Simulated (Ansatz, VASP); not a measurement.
## Two plane-wave programs on LiF

```xyz
4
Lattice="2.7190 0.0000 0.0000 -1.3595 2.3548 0.0000 0.0000 0.0000 4.6851" Properties=species:S:1:pos:R:3 pbc="T T T"
Li    0.0000    0.0000    0.0000
Li    0.0000    0.0000    2.3425
F     0.0000    1.5698    1.1713
F     1.3595    0.7849    3.5138
```

Alike in both runs: task single point; functional r2SCAN; k mesh 9 × 9 × 4; no spin polarisation.

|  | VASP | Ansatz |
| --- | --- | --- |
| version | VASP 6.6.1 | Ansatz 0.2.0 |
| potentials or method | VASP PAW PBE potentials, release 64 (Li_sv, F) | plane waves, PAW |
| plane-wave cutoff (eV) | 520 | 500 |
| occupations | gaussian, width 0.01 eV | fixed |
| valence electrons in the cell | 20 | 20 |

Ansatz gave:

* gap on the k mesh at the Fermi level (eV): 10.79

Which values does VASP return?

gap on the k mesh at the Fermi level (eV): 11.02.

VASP's potentials were made for PBE, not for r2SCAN.

Noted on VASP's run: the cutoff is short for stress, so the pressure is rough.
